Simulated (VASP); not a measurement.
Write the native input for VASP 6.6.1 that does the following.

```yaml
Task: single point
Functional: PBEsol
Potentials_or_basis: VASP PAW PBE potentials, release 64 (Ga_d, H)
Cutoff: 520 eV
k_mesh: 8 × 8 × 8
Occupations: gaussian, width 0.1 eV
Spin: no spin polarisation
Dipole_correction: no
Further_INCAR_settings: ALGO = Normal; EDIFF = 1e-06; NBANDS = 14
```

The structure of GaH2 lies in POSCAR:

```
GaH2
1.0
    0.0000000000      2.3731009041      2.3731009041
    2.3731009041      0.0000000000      2.3731009041
    2.3731009041      2.3731009041      0.0000000000
Ga H
1 2
Direct
    0.0000000000      0.0000000000      0.0000000000
    0.2500000000      0.2500000000      0.2500000000
    0.7500000000      0.7500000000      0.7500000000
```

One way to write it, as run:

INCAR

```
SYSTEM = GaH2
PREC = Accurate
ENCUT = 520
EDIFF = 1E-6
ISMEAR = 0
SIGMA = 0.1
LREAL = .FALSE.
LASPH = .TRUE.
NELM = 100
ALGO = Normal
ISIF = 2
LWAVE = .FALSE.
LCHARG = .TRUE.
GGA = PS
LELF = .TRUE.
LVHAR = .TRUE.
NBANDS = 14
```

KPOINTS

```
regular mesh
0
G
  8 8 8
  0 0 0
```

Potentials or basis: VASP PAW PBE potentials, release 64 (Ga_d, H).

Command:

```sh
$ cat potpaw_PBE.64/Ga_d/POTCAR potpaw_PBE.64/H/POTCAR > POTCAR
$ mpirun -np 1 vasp_std > vasp.out
```

It gave:

The pressure is -0.2 GPa.

Caveat: the PAW data sets were made with another functional, which shifts forces and pressure a little.

Run time: 26 s on 1 thread of AMD EPYC 7R13 (shared host), peak memory 0.13 GiB.
